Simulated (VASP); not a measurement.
# Li2Se (Fm-3m) in VASP: notebook

Li2Se is run at these levels: PBEsol; tasks: relaxation of cell and atoms.

Program: VASP 6.6.1. These are calculated values, not measurements. Logs are shortened: lines on timing, memory, paths and dates and some standing lists are left out, and cuts for length are marked.

### Step 1. The cell of the first run

The structure is cubic, space group Fm-3m (No. 225). Conventional cell: a = 5.945 Å, b = 5.945 Å, c = 5.945 Å, α = 90.00°, β = 90.00°, γ = 90.00°. Li (site symmetry -43m) has 4 Se at 2.57 Å and 6 Li at 2.97 Å within 3.4 Å. Within 3.4 Å of Se (site symmetry m-3m) lie 8 Li at 2.57 Å.

### Step 2. Relaxation of cell and atoms, PBEsol, target pressure 2 GPa, at which the enthalpy is minimised

INCAR

```
ALGO = Normal ; EDIFF = 1E-7
EDIFFG = -0.002 ; ENCUT = 750
GGA = PS ; GGA_COMPAT = False
IBRION = 2 ; ISIF = 3
ISMEAR = 0 ; LASPH = True
LCHARG = False ; LREAL = False
LWAVE = False ; NELM = 120
NELMIN = 4 ; NSW = 100
PREC = Accurate ; PSTRESS = 20.0
SIGMA = 0.01
```

KPOINTS

```
k-points
0
Gamma
  6 6 6
```

POSCAR

```
Li2Se
1.0
    0.0000000000      2.9723716869      2.9723716869
    2.9723716869      0.0000000000      2.9723716869
    2.9723716869      2.9723716869      0.0000000000
Li Se
2 1
Direct
    0.2500000000      0.2500000000      0.2500000000
    0.7500000000      0.7500000000      0.7500000000
    0.0000000000      0.0000000000      0.0000000000
```

Potentials or basis: VASP PAW PBE potentials, release 64 (Li_sv, Se).

Command:

```
$ cat potpaw_PBE.64/Li_sv/POTCAR potpaw_PBE.64/Se/POTCAR > POTCAR
$ mpirun -np 1 vasp_std > vasp.out
```

OUTCAR:

```text
EDIFF = 1E-7
   EDIFFG = -0.002
   ENCUT = 750
   GGA = PS
   IBRION = 2
   ISIF = 3
   ISMEAR = 0
   LASPH = True
   LREAL = False
   NELM = 120
   NELMIN = 4
   NSW = 100
   PREC = Accurate
   PSTRESS = 20.0

 ion  position               nearest neighbor table
   1  0.250  0.250  0.250-   3 2.57   3 2.57   3 2.57   3 2.57
   2  0.750  0.750  0.750-   3 2.57   3 2.57   3 2.57   3 2.57
   3  0.000  0.000  0.000-   2 2.57   2 2.57   2 2.57   1 2.57   1 2.57   1 2.57   2 2.57   1 2.57

  LATTYP: Found a face centered cubic cell.
 ALAT       =     5.9447433738

  Lattice vectors:

 A1 = (   0.0000000000,   2.9723716869,   2.9723716869)
 A2 = (   2.9723716869,   0.0000000000,   2.9723716869)
 A3 = (   2.9723716869,   2.9723716869,   0.0000000000)

Analysis of symmetry for initial positions (statically):
=====================================================================
 Subroutine PRICEL returns:
 Original cell was already a primitive cell.

 Routine SETGRP: Setting up the symmetry group for a
 face centered cubic supercell.

 Subroutine GETGRP returns: Found 48 space group operations
 (whereof 48 operations were pure point group operations)
 out of a pool of 48 trial point group operations.

The static configuration has the point symmetry O_h .

Analysis of symmetry for dynamics (positions and initial velocities):
=====================================================================
 Subroutine PRICEL returns:
 Original cell was already a primitive cell.

 Routine SETGRP: Setting up the symmetry group for a
 face centered cubic supercell.

 Subroutine GETGRP returns: Found 48 space group operations
 (whereof 48 operations were pure point group operations)
 out of a pool of 48 trial point group operations.

The dynamic configuration has the point symmetry O_h .

 Subroutine INISYM returns: Found 48 space group operations
 (whereof 48 operations are pure point group operations),
 and found     1 'primitive' translations

----------------------------------------------------------------------------------------

                                     Primitive cell

  volume of cell :      52.5218

  direct lattice vectors                    reciprocal lattice vectors
     0.000000000  2.972371687  2.972371687    -0.168215840  0.168215840  0.168215840
     2.972371687  0.000000000  2.972371687     0.168215840 -0.168215840  0.168215840
     2.972371687  2.972371687  0.000000000     0.168215840  0.168215840 -0.168215840

  length of vectors
     4.203568352  4.203568352  4.203568352     0.291358381  0.291358381  0.291358381

  position of ions in fractional coordinates (direct lattice)
     0.250000000  0.250000000  0.250000000
     0.750000000  0.750000000  0.750000000
     0.000000000  0.000000000  0.000000000

  ion indices of the primitive-cell ions
   primitive index   ion index
                 1           1
                 2           2
                 3           3

----------------------------------------------------------------------------------------

 KPOINTS: k-points

Automatic generation of k-mesh.
 Grid dimensions read from file:
 generate k-points for:    6    6    6

 Generating k-lattice:

  Cartesian coordinates                     Fractional coordinates (reciprocal lattice)
    -0.028035973  0.028035973  0.028035973     0.166666667  0.000000000  0.000000000
     0.028035973 -0.028035973  0.028035973     0.000000000  0.166666667  0.000000000
     0.028035973  0.028035973 -0.028035973     0.000000000  0.000000000  0.166666667

  Length of vectors
     0.048559730  0.048559730  0.048559730

  Shift w.r.t. Gamma in fractional coordinates (k-lattice)
     0.000000000  0.000000000  0.000000000

 Subroutine IBZKPT returns following result:
 ===========================================

 Found     16 irreducible k-points:

 Following reciprocal coordinates:
            Coordinates               Weight
  0.000000  0.000000  0.000000      1.000000
  0.166667  0.000000  0.000000      8.000000
  0.333333  0.000000  0.000000      8.000000
  0.500000  0.000000  0.000000      4.000000
  0.166667  0.166667  0.000000      6.000000
  0.333333  0.166667  0.000000     24.000000
[... 8 lines left out ...]
 -0.333333  0.333333  0.166667     24.000000
 -0.333333  0.500000  0.166667     12.000000
   k-points           NKPTS =     16   k-points in BZ     NKDIM =     16   number of bands    NBANDS=     10
   number of dos      NEDOS =    301   number of ions     NIONS =      3
   total plane-waves  NPLWV =  64000
   dimension x,y,z NGX =    40 NGY =   40 NGZ =   40
   dimension x,y,z NGXF=    80 NGYF=   80 NGZF=   80
   ions per type =               2   1
   NGX,Y,Z   is equivalent  to a cutoff of  15.82, 15.82, 15.82 a.u.
   NGXF,Y,Z  is equivalent  to a cutoff of  31.64, 31.64, 31.64 a.u.
 SYSTEM =  unknown system
   PREC   = accura    normal or accurate (medium, high low for compatibility)
   ISTART =      0    job   : 0-new  1-cont  2-samecut
   ICHARG =      2    charge: 1-file 2-atom 10-const
   ISPIN  =      1    spin polarized calculation?
   LNONCOLLINEAR =      F non collinear calculations
   LSORBIT =      F    spin-orbit coupling
   LASPH  =      T    aspherical Exc in radial PAW
   ENCUT  =  750.0 eV  55.12 Ry    7.42 a.u.   9.39  9.39  9.39*2*pi/ulx,y,z
   NELM   =    120;   NELMIN=  4; NELMDL= -5     # of ELM steps
   EDIFF  = 0.1E-06   stopping-criterion for ELM
   LREAL  =      F    real-space projection
   EDIFFG = -.2E-02   stopping-criterion for IOM
   NSW    =    100    number of steps for IOM
   IBRION =      2    ionic relax: 0-MD 1-quasi-New 2-CG
   NFREE  =      1    steps in history (QN), initial steepest desc. (CG)
   ISIF   =      3    stress and relaxation
   ISYM   =      2    0-nonsym 1-usesym 2-fastsym
   POTIM  = 0.5000    time-step for ionic-motion
   TEBEG  =    0.0;   TEEND  =   0.0 temperature during run
   PSTRESS=   20.0 pullay stress
   NELECT =      12.0000    total number of electrons
   NUPDOWN=      -1.0000    fix difference up-down
   EMIN   =  10.00;   EMAX   =-10.00  energy-range for DOS
   EFERMI =   0.00;   METHOD = LEGACY
   ISMEAR =     0;   SIGMA  =   0.01  broadening in eV -4-tet -1-fermi 0-gaus
   EFERMI_NEDOS =   21; number of points for ismear=-14 and -15
   IALGO  =     38    algorithm
   IMIX   =      4    mixing-type and parameters
     AMIX     =   0.40;   BMIX     =  1.00
     AMIX_MAG =   1.60;   BMIX_MAG =  1.00
  volume/ion in A,a.u.               =      17.51       118.14
  Fermi-wavevector in a.u.,A,eV,Ry     =   1.000819  1.891273 13.628117  1.001638
  Thomas-Fermi vector in A             =   2.133200
   LORBIT       =      0    0 simple, 1 ext, 2 COOP (PROOUT), +10 PAW based schemes
   GGA     = PS    functional components
   LHFCALC =     F    Hartree Fock is set to
   AEXX    =    0.0000 exact exchange contribution
   IVDW    =     0    specifies the selected vdW correction
   LEPSILON=     F    determine dielectric tensor
   LRPA    =     F    only Hartree local field effects (RPA)
 conjugate gradient relaxation of ions
 non-spin polarized calculation
 Gauss-broadening in eV      SIGMA  =   0.01
  energy-cutoff  :      750.00
  volume of cell :       52.52
 maximum number of plane-waves:      2475
 NGX is ok and might be reduce to    40
   NGX = 19   NGY = 19   NGZ = 19

--------------------------------------- Ionic step        1  -------------------------------------------

 number of electron      12.0000000 magnetization

 Free energy of the ion-electron system (eV)
  ---------------------------------------------------
  ext. energy  EPLUGINS =         0.00000000
  ---------------------------------------------------
  free energy    TOTEN  =       -11.55939723 eV

  energy without entropy =      -11.55939723  energy(sigma->0) =      -11.55939723

 E-fermi :   1.1655     XC(G=0):  -8.4921

 val. band max:        1.0921701940   @ k =   0.0000   0.0000   0.0000
 cond. band min:       3.9003704274   @ k =   0.5000   0.5000   0.0000
 fundamental gap:      2.8082002334
 Fermi energy:         1.1654634286

 k-point     1 :       0.0000    0.0000    0.0000
  band No.  band energies     occupation
      1     -42.8789      2.00000
      2     -42.8499      2.00000
      3     -10.3988      2.00000
      4       1.0922      2.00000
      5       1.0922      2.00000
      6       1.0922      2.00000
      7       4.4565      0.00000
      8       6.6712      0.00000
      9       6.6712      0.00000
     10       6.6712      0.00000

 k-point     2 :       0.1667    0.0000    0.0000
  band No.  band energies     occupation
      1     -42.8768      2.00000
      2     -42.8517      2.00000
      3     -10.3098      2.00000
      4       0.0144      2.00000
      5       0.9297      2.00000
      6       0.9297      2.00000
      7       5.2017      0.00000
      8       7.0442      0.00000
      9       7.0442      0.00000
     10       7.3467      0.00000
[... 249 lines left out ...]
  FREE ENERGIE OF THE ION-ELECTRON SYSTEM (eV)
  ---------------------------------------------------
  free  energy   TOTEN  =       -11.5532665154 eV

  energy  without entropy=      -11.5532665154  energy(sigma->0) =      -11.55326652

  enthalpy is  TOTEN    =       -10.9179962330 eV   P V=        0.6352702824

--------------------------------------- Ionic step        3  -------------------------------------------

 number of electron      11.9999998 magnetization

 Free energy of the ion-electron system (eV)
  ---------------------------------------------------
  ext. energy  EPLUGINS =         0.00000000
  ---------------------------------------------------
  free energy    TOTEN  =       -11.54411663 eV

  energy without entropy =      -11.54411663  energy(sigma->0) =      -11.54411663

 E-fermi :   1.5032     XC(G=0):  -8.6792

 val. band max:        1.3923814757   @ k =   0.0000   0.0000   0.0000
 cond. band min:       4.1511049627   @ k =   0.5000   0.5000   0.0000
 fundamental gap:      2.7587234870
 Fermi energy:         1.5032151242

 k-point     1 :       0.0000    0.0000    0.0000
  band No.  band energies     occupation
      1     -42.5088      2.00000
      2     -42.4734      2.00000
      3     -10.2412      2.00000
      4       1.3924      2.00000
      5       1.3924      2.00000
      6       1.3924      2.00000
      7       4.9730      0.00000
      8       6.9870      0.00000
      9       6.9870      0.00000
     10       6.9870      0.00000

 k-point     2 :       0.1667    0.0000    0.0000
  band No.  band energies     occupation
      1     -42.5063      2.00000
      2     -42.4756      2.00000
      3     -10.1436      2.00000
      4       0.2538      2.00000
      5       1.2162      2.00000
      6       1.2162      2.00000
      7       5.7097      0.00000
      8       7.3796      0.00000
      9       7.3796      0.00000
     10       7.7495      0.00000
[... 202 lines left out ...]
 POSITION                                       TOTAL-FORCE (eV/Angst)
 -----------------------------------------------------------------------------------
      1.46173      1.46173      1.46173        -0.000000      0.000000      0.000000
      4.38520      4.38520      4.38520         0.000000     -0.000000     -0.000000
      0.00000      0.00000      0.00000        -0.000000     -0.000000      0.000000
 -----------------------------------------------------------------------------------
    total drift:                                0.000000     -0.000000      0.000000

  FREE ENERGIE OF THE ION-ELECTRON SYSTEM (eV)
  ---------------------------------------------------
  free  energy   TOTEN  =       -11.5441166329 eV

  energy  without entropy=      -11.5441166329  energy(sigma->0) =      -11.54411663

  enthalpy is  TOTEN    =       -10.9203182176 eV   P V=        0.6237984153

 reached required accuracy - stopping structural energy minimisation
```

Wall time 32 s (1 thread of Intel Xeon Platinum 8488C (Sapphire Rapids), shared host); peak memory 0.24 GiB.

Results:

| Property | Result |
| --- | --- |
| Free energy | -11.5441 eV |
| Relaxed volume | 16.66 Å³/atom |
| Relaxed cell | a = 4.134 Å, b = 4.134 Å, c = 4.134 Å, α = 60.00°, β = 60.00°, γ = 60.00° |
| Space group after relaxing (to 0.05 Å) | Fm-3m (No. 225) |
| Energy change on relaxing (the enthalpy is what falls) | +5.1 meV/atom |
| Ionic steps | 3 |
| Pressure after relaxing | 2.0 GPa |
| Band gap on the k mesh | 2.76 eV, indirect (least direct gap 3.58 eV) |

Step by step:
| step | energy change (eV) | largest force (eV/Å) | pressure (GPa) | volume (Å³) |
| --- | --- | --- | --- | --- |
| 1 | 0.0000 | 0.0000 | 0.02 | 52.52 |
| 2 | 0.0061 | 0.0000 | 1.22 | 50.89 |
| 3 | 0.0153 | 0.0000 | 1.98 | 49.97 |

Final structure:
```cif
data_structure
_symmetry_space_group_name_H-M 'P 1'
_symmetry_Int_Tables_number 1
_cell_length_a 4.1344
_cell_length_b 4.1344
_cell_length_c 4.1344
_cell_angle_alpha 60.000
_cell_angle_beta 60.000
_cell_angle_gamma 60.000
_cell_volume 49.97
loop_
_atom_site_label
_atom_site_type_symbol
_atom_site_fract_x
_atom_site_fract_y
_atom_site_fract_z
_atom_site_occupancy
Li1 Li 0.25000 0.25000 0.25000 1
Li2 Li 0.75000 0.75000 0.75000 1
Se1 Se 0.00000 0.00000 0.00000 1
```

Levels at points of the mesh, in eV from the valence-band top:
```csv
k point,band 2,band 3,band 4,band 5,band 6,band 7,band 8,band 9,band 10
"(0.00, 0.00, 0.00)",-43.87,-11.63,0.00,0.00,0.00,3.58,5.59,5.59,5.59
"(0.50, 0.00, 0.00)",-43.88,-11.20,-3.22,-0.60,-0.60,5.35,5.92,5.92,8.12
"(0.50, 0.50, 0.00)",-43.88,-11.07,-2.49,-1.63,-1.63,2.76,6.33,10.76,10.76
```

Caveat: the cell is relaxed towards a set pressure, so the enthalpy falls and the energy may rise; the PAW data sets were made with another functional, which shifts forces and pressure a little.

(Part 1 of 2 ends here.)
